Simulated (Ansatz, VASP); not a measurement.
## Ag in VASP and in Ansatz

```
CELL_PARAMETERS angstrom
0.00000 1.99966 1.99966
1.99966 0.00000 1.99966
1.99966 1.99966 0.00000
ATOMIC_POSITIONS crystal
Ag 0.00000 0.00000 0.00000
```

Alike in both runs: task single point; functional LDA; k mesh 13 × 13 × 13; occupations fermi-dirac, width 0.03 eV; no spin polarisation.

|  | VASP | Ansatz |
| --- | --- | --- |
| version | VASP 6.6.1 | Ansatz 0.2.0 |
| potentials or method | VASP PAW LDA potentials, release 64 (Ag), cutoff 520 eV | plane waves (420 eV) with PAW, scalar-relativistic |
| valence electrons in the cell | 11 | 19 |

VASP gave:

| Item | Value |
| --- | --- |
| pressure (GPa) | 0.1 |

Estimate Ansatz's values.

pressure (GPa): -0.1.

Ansatz warns that its potentials were made for another functional, while VASP's fit it. LDA's correlation is that of Perdew and Zunger in VASP and of Perdew and Wang (1992) in Ansatz. VASP's potentials hold 11 valence electrons a cell and Ansatz's 19, so a difference there can come from the potentials and not from the codes.
